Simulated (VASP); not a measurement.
KBa3:

```
K Ba
1.0
     0.00000    5.13017    5.13017
     5.13017    0.00000    5.13017
     5.13017    5.13017    0.00000
K Ba
1 3
Direct
  0.00000 0.00000 0.00000
  0.25000 0.25000 0.25000
  0.75000 0.75000 0.75000
  0.50000 0.50000 0.50000
```

* Program: VASP 6.6.1
* Task: relaxation of cell and atoms
* Functional: LDA
* Potentials or basis: VASP PAW LDA potentials, release 64 (K_sv, Ba_sv)
* Cutoff: 600 eV
* k mesh: 7 × 7 × 7
* Occupations: fermi-dirac, width 0.1 eV
* Spin: no spin polarisation

At the start: pressure -1.1 GPa; volume 67.51 Å³/atom.

How do energy, volume and symmetry change on relaxing?

Over 4 steps the energy falls by 42.1 meV/atom and the volume is 56.59 Å³/atom (-16.2 %); space group Fm-3m (No. 225, to 0.1 Å) before and after.

Step by step:
| step | energy change (eV) | largest force (eV/Å) | pressure (GPa) | volume (Å³) |
| --- | --- | --- | --- | --- |
| 1 | 0.0000 | 0.0000 | -1.11 | 270.04 |
| 2 | -0.1048 | 0.0000 | -0.75 | 252.14 |
| 3 | -0.1657 | 0.0000 | -0.17 | 231.47 |
| 4 | -0.1682 | 0.0000 | 0.01 | 226.35 |

Final structure:
```
K Ba
1.0
     0.00000    4.83709    4.83709
     4.83709    0.00000    4.83709
     4.83709    4.83709    0.00000
K Ba
1 3
Direct
  0.00000 0.00000 0.00000
  0.25000 0.25000 0.25000
  0.75000 0.75000 0.75000
  0.50000 0.50000 0.50000
```

Caveat: the volume moved by over 15 % at a fixed basis, so the end points are rough.
